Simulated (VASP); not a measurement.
Crystal: K.

```
K
1.0
    -2.61250    2.61250    2.61250
     2.61250   -2.61250    2.61250
     2.61250    2.61250   -2.61250
K
1
Direct
  0.00000 0.00000 0.00000
```

- Program: VASP 6.6.1
- Task: relaxation of cell and atoms
- Functional: r2SCAN
- Potentials or basis: VASP PAW PBE potentials, release 64 (K_sv)
- Cutoff: 550 eV
- k mesh: 6 × 6 × 6
- Occupations: fermi-dirac, width 0.02 eV
- Spin: no spin polarisation

At the start: pressure 0.3 GPa; volume 71.32 Å³/atom.

Task: How do energy, volume and symmetry change on relaxing?

Result: Over 3 steps the energy falls by 4.5 meV/atom and the volume is 76.77 Å³/atom (+7.6 %); space group Im-3m (No. 229, to 0.1 Å) before and after.

The path:
| step | energy change (eV) | largest force (eV/Å) | pressure (GPa) | volume (Å³) |
| --- | --- | --- | --- | --- |
| 1 | 0.0000 | 0.0000 | 0.29 | 71.32 |
| 2 | -0.0021 | 0.0000 | 0.22 | 72.66 |
| 3 | -0.0045 | 0.0000 | 0.00 | 76.77 |

Final structure:
```
K
1.0
    -2.67743    2.67743    2.67743
     2.67743   -2.67743    2.67743
     2.67743    2.67743   -2.67743
K
1
Cartesian
  0.0000 0.0000 0.0000
```

Caveat: the PAW data sets were made with another functional, which shifts forces and pressure a little.
